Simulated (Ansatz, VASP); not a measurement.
## One calculation of SnO2, two programs

```
Sn O
1.0
     4.95034    0.00000    0.00000
     0.00000    4.95034    0.00000
     0.00000    0.00000    3.12554
Sn O
2 4
Direct
  0.50000 0.50000 0.50000
  0.00000 0.00000 0.00000
  0.30723 0.30723 0.00000
  0.80723 0.19277 0.50000
  0.19277 0.80723 0.50000
  0.69277 0.69277 0.00000
```

Alike in both runs: task single point; functional r2SCAN; k mesh 6 × 6 × 8; occupations gaussian, width 0.02 eV; no spin polarisation.

|  | VASP | Ansatz |
| --- | --- | --- |
| version | VASP 6.6.1 | Ansatz 0.2.0 |
| potentials or method | VASP PAW PBE potentials, release 64 (Sn_d, O), cutoff 520 eV | scalar-relativistic, plane waves, PAW |
| valence electrons in the cell | 52 | 52 |

```csv
,VASP,Ansatz,Ansatz less VASP
gap on the k mesh at the Fermi level (eV),1.44,1.42,-0.014
least direct gap on the mesh (eV),1.44,1.42,-0.014
pressure (GPa),-6.3,-7.2,-0.93
"traceless stress, the component that is largest in VASP (GPa)",7.77,7.23,-0.545
rms of the force components (eV/Å),0.028,0.000,-0.0280
```

VASP's potentials were made for PBE, not for r2SCAN. Atom by atom the forces differ by 0.028 eV/Å (rms over components).
